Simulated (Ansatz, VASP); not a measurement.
# One calculation of KCl, two programs

Contents of INCAR:

```
SYSTEM = KCl
AGGAC = 1.0
AGGAX = 1.0
ALDAC = 0.0
ALDAX = 1.0
ALGO = Normal
EDIFF = 1E-6
ENCUT = 520
GGA = B5
ISIF = 2
ISMEAR = -5
IVDW = 13
LASPH = .True.
LCHARG = .False.
LREAL = .False.
LWAVE = .False.
NBANDS = 15
NELM = 100
PREC = Accurate
SIGMA = 0.1
VDW_A1 = 0.44488865
VDW_A2 = 4.0933009
VDW_S6 = 1.0
VDW_S8 = 2.34076671
```

Contents of KPOINTS:

```
k-points
0
Gamma
  7 7 7
  0 0 0
```

The input POSCAR:

```
KCl
1.0
    4.4497805500      0.0000000000      0.0000000000
    2.2248902750      3.8536229976      0.0000000000
    2.2248902750      1.2845409992      3.6332306050
K Cl
1 1
Direct
    0.0000000000      0.0000000000      0.0000000000
    0.5000000000      0.5000000000      0.5000000000
```

input.yaml

```yaml
crystal:
  lattice:
    - [4.44978055, 0.0, 0.0]
    - [2.224890275, 3.8536229976, 0.0]
    - [2.224890275, 1.2845409992, 3.633230605]
  atoms:
    - { symbol: K, position: [0.0, 0.0, 0.0] }
    - { symbol: Cl, position: [0.5, 0.5, 0.5] }
hamiltonian:
  xc: blyp
  pseudopotentials: { kind: nc, accuracy: standard, xc_functional: lda }
  dispersion: d4
kpoints:
  mp_grid: { grid: [7, 7, 7] }
scf:
  occupations: { method: tetrahedron }
  n_extra_bands: 6
output:
  forces: true
  stress: true
  dos: { projected: false, de: 0.05, nscf_kmesh: { grid: [11, 11, 11] } }
```

Alike in both runs: functional BLYP; dispersion D4; k mesh 7 × 7 × 7; occupations tetrahedron; no spin polarisation.

|  | VASP | Ansatz |
| --- | --- | --- |
| version | VASP 6.6.1 | Ansatz 0.2.0 |
| potentials or method | VASP PAW PBE potentials, release 64 (K_sv, Cl) | PseudoDojo standard (LDA files) |
| plane-wave cutoff (eV) | 520 | 980 |
| valence electrons in the cell | 16 | 16 |
| task | single point | density of states |

|  | VASP | Ansatz | Ansatz less VASP |
| --- | --- | --- | --- |
| gap on the k mesh at the Fermi level (eV) | 5.18 | 5.19 | +0.010 |
| least direct gap on the mesh (eV) | 5.18 | 5.19 | +0.010 |
| pressure (GPa) | 0.4 | 0.4 | -0.02 |

VASP's potentials were made for PBE, not for BLYP.

Noted on Ansatz's run: the potentials were made for another functional, which shifts forces and pressure; odd divisions of the mesh miss points on the zone boundary, where band edges often lie, so the gap on the mesh can be too wide.
